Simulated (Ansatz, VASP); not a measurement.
**Two plane-wave programs on Tl**

```
Tl
1.0
     0.00000    2.41701    2.46634
     2.46634    0.00000    2.46634
     2.46634    2.41701    0.00000
Tl
1
Direct
  0.00000 0.00000 0.00000
```

Change from the starting cell: strain -0.0200 x Voigt [0, 1, 0, 0, 0, 0], atoms carried along.

Alike in both runs: task single point; functional LDA; k mesh 16 × 16 × 16; occupations gaussian, width 0.15 eV; no spin polarisation.

|  | VASP | Ansatz |
| --- | --- | --- |
| version | VASP 6.6.1 | Ansatz 0.2.0 |
| potentials or method | VASP PAW LDA potentials, release 64 (Tl_d), cutoff 520 eV | scalar-relativistic, plane waves, PAW |
| valence electrons in the cell | 13 | 13 |

VASP gave:

- gap on the k mesh at the Fermi level (eV): none
- pressure (GPa): -2.9

Task: Which values does Ansatz return?

Result: gap on the k mesh at the Fermi level (eV): none; pressure (GPa): -3.0.

LDA's correlation is that of Perdew and Zunger in VASP and of Perdew and Wang (1992) in Ansatz. A gap of «none» marks a metal or a gap that the smearing closes.

Neither program's run includes spin-orbit coupling.
